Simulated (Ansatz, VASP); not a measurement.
# GaN in VASP and in Ansatz

The input INCAR:

```
PREC = Accurate
ENCUT = 600
EDIFF = 1E-7
ISMEAR = 0
SIGMA = 0.01
LREAL = False
LASPH = True
NELM = 100
ALGO = Normal
ISIF = 3
LWAVE = False
LCHARG = False
IBRION = 2
NSW = 80
EDIFFG = -0.01
```

Contents of KPOINTS:

```
Automatic mesh
0
Gamma
  8 8 8
```

Contents of POSCAR:

```
GaN
1.0
    0.0000000000      2.1352350000      2.1352350000
    2.1352350000      0.0000000000      2.1352350000
    2.1352350000      2.1352350000      0.0000000000
Ga N
1 1
Direct
    0.0000000000      0.0000000000      0.0000000000
    0.5000000000      0.5000000000      0.5000000000
```

Input for Ansatz:

```yaml
crystal:
  lattice:
    - [0.0, 2.135235, 2.135235]
    - [2.135235, 0.0, 2.135235]
    - [2.135235, 2.135235, 0.0]
  atoms:
    - { symbol: Ga, position: [0.0, 0.0, 0.0] }
    - { symbol: "N", position: [0.5, 0.5, 0.5] }
kpoints:
  mp_grid:
    grid: [8, 8, 8]
hamiltonian:
  xc: lda
  dispersion: none
scf:
  occupations:
    method: fixed
relax:
  cell: {}
```

Alike in both runs: task relaxation of cell and atoms; functional LDA; k mesh 8 × 8 × 8; no spin polarisation.

```csv
,VASP,Ansatz
version,VASP 6.6.1,Ansatz 0.2.0
potentials or method,"VASP PAW LDA potentials, release 64 (Ga_d, N)","plane waves, PAW"
plane-wave cutoff (eV),600,420
occupations,"gaussian, width 0.01 eV",fixed
valence electrons in the cell,18,18
```

```csv
,VASP,Ansatz,Ansatz less VASP
relaxed volume (Å³/atom),9.18,9.13,-0.048
relaxed cell length with the largest relative difference (Å),2.961,2.956,-0.0051
```

LDA's correlation is that of Perdew and Zunger in VASP and of Perdew and Wang (1992) in Ansatz.
